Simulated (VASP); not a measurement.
## Ta: relaxation of cell and atoms with PBE

Ta:

```
Ta
1.0
     0.00000    2.08000    2.08000
     2.08000    0.00000    2.08000
     2.08000    2.08000    0.00000
Ta
1
Direct
  0.00000 0.00000 0.00000
```

This isn't the form of Ta at room conditions, which is bcc.

| Property | Result |
| --- | --- |
| Program | VASP 6.6.1 |
| Task | relaxation of cell and atoms |
| Functional | PBE |
| Potentials or basis | VASP PAW PBE potentials, release 64 (Ta_pv) |
| Cutoff | 500 eV |
| k mesh | 19 × 19 × 19 |
| Occupations | fermi-dirac, width 0.05 eV |
| Spin | no spin polarisation |
| Dipole correction | no |
| Further INCAR settings | ALGO = Normal; EDIFF = 1e-07; IBRION = 2; EDIFFG = -0.01; NSW = 80; ISIF = 3 |

```
Relaxed volume                        : 18.84 Å³/atom
Relaxed cell                          : a = 2.987 Å, b = 2.987 Å, c = 2.987 Å, α = 60.00°, β = 60.00°, γ = 60.00°
Space group after relaxing (to 0.1 Å) : Fm-3m (No. 225)
Energy gained by relaxing             : 24.3 meV/atom
Ionic steps                           : 4
Pressure after relaxing               : 0.0 GPa
Band gap on the k mesh                : zero (an odd number of electrons rules out a gap without spin polarisation)
```

The path:
```
step  energy change (eV)  largest force (eV/Å)  pressure (GPa)  volume (Å³)
   1              0.0000                0.0000            9.57        18.00
   2              0.0950                0.0000          -16.66        20.95
   3             -0.0242                0.0000           -0.32        18.87
   4             -0.0243                0.0000           -0.02        18.84
```

Final structure:
```
Ta
1.0
     0.00000    2.11205    2.11205
     2.11205    0.00000    2.11205
     2.11205    2.11205    0.00000
Ta
1
Direct
  0.00000 0.00000 0.00000
```

Levels at points of the mesh, in eV from the Fermi level:
| k point | band 1 | band 2 | band 3 | band 4 | band 5 | band 6 | band 7 | band 8 | band 9 |
| --- | --- | --- | --- | --- | --- | --- | --- | --- | --- |
| (0.00, 0.00, 0.00) | -33.64 | -33.64 | -33.64 | -8.11 | 0.45 | 0.45 | 0.45 | 3.43 | 3.43 |

It took 53 s on 1 thread of Intel(R) Xeon(R) Platinum 8375C CPU @ 2.90GHz (Ice Lake) (shared host), peak memory 0.18 GiB.

Caveat: spin-orbit coupling is left out, which moves the levels of the heavy elements.
